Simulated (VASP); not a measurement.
Wanted: the native input for a VASP 6.6.1 run.

- Task: single point
- Functional: r2SCAN
- Potentials or basis: VASP PAW PBE potentials, release 64 (Ga_d, Sb)
- Cutoff: 520 eV
- k mesh: 8 × 8 × 8
- Occupations: fermi-dirac, width 0.02 eV
- Spin: no spin polarisation
- Dipole correction: no
- Further INCAR settings: ALGO = Normal; EDIFF = 1e-06; NBANDS = 16

GaSb:

```
Ga Sb
1.0
     0.00000    3.05116    3.06588
     3.05116    0.00000    3.06588
     3.05116    3.05116    0.00000
Ga Sb
1 1
Direct
  0.00000 0.00000 0.00000
  0.25000 0.25000 0.25000
```

This cell differs from its parent crystal: biaxial xy strain -0.5%.

These files were run (other wordings do the same):

POSCAR

```
GaSb
1.0
    0.0000000000      3.0511625820      3.0658788003
    3.0511625820      0.0000000000      3.0658788003
    3.0511625820      3.0511625820      0.0000000000
Ga Sb
1 1
Direct
    0.0000000000      0.0000000000      0.0000000000
    0.2500000000      0.2500000000      0.2500000000
```

INCAR.step1

```
PREC     = Accurate       # precision mode
ENCUT    = 520            # plane-wave cutoff, eV
ISMEAR   = -1             # smearing method
SIGMA    = 0.02           # smearing width, eV
LREAL    = F              # projectors in reciprocal space
LASPH    = T              # aspherical terms in the spheres
NELM     = 60             # most SCF steps
NBANDS   = 16             # bands
GGA      = PE             # functional
ALGO     = Normal         # electronic algorithm
EDIFF    = 1E-4           # SCF threshold, eV
LWAVE    = T              # write WAVECAR
LCHARG   = F              # write CHGCAR
```

INCAR.step2

```
PREC     = Accurate       # precision mode
ENCUT    = 520            # plane-wave cutoff, eV
EDIFF    = 1E-6           # SCF threshold, eV
ISMEAR   = -1             # smearing method
SIGMA    = 0.02           # smearing width, eV
LREAL    = F              # projectors in reciprocal space
LASPH    = T              # aspherical terms in the spheres
NELM     = 60             # most SCF steps
ALGO     = Normal         # electronic algorithm
ISIF     = 2              # what is computed and relaxed
LWAVE    = F              # write WAVECAR
LCHARG   = F              # write CHGCAR
METAGGA  = R2SCAN         # meta-GGA
LMIXTAU  = T            
NBANDS   = 16             # bands
ISTART   = 1
```

KPOINTS

```
Automatic mesh
0
Gamma
  8 8 8
```

Potentials or basis: VASP PAW PBE potentials, release 64 (Ga_d, Sb).

Run with:

```console
$ cat potpaw_PBE.64/Ga_d/POTCAR potpaw_PBE.64/Sb/POTCAR > POTCAR
$ cp INCAR.step1 INCAR
$ mpirun -np 1 vasp_std > vasp.out
$ cp INCAR.step2 INCAR
$ mpirun -np 1 vasp_std > vasp.out
```

It gave:

- Pressure: 0.6 GPa
- Band gap on the k mesh: 0.46 eV, direct

Caveat: the cell differs from its parent crystal (biaxial xy strain -0.5%); the PAW data sets were made with another functional, which shifts forces and pressure a little; spin-orbit coupling is left out, which moves the levels of the heavy elements.

Run time: 47 s on 1 thread of Intel(R) Xeon(R) 6975P-C (Granite Rapids), with other jobs on the host, peak memory 0.22 GiB.
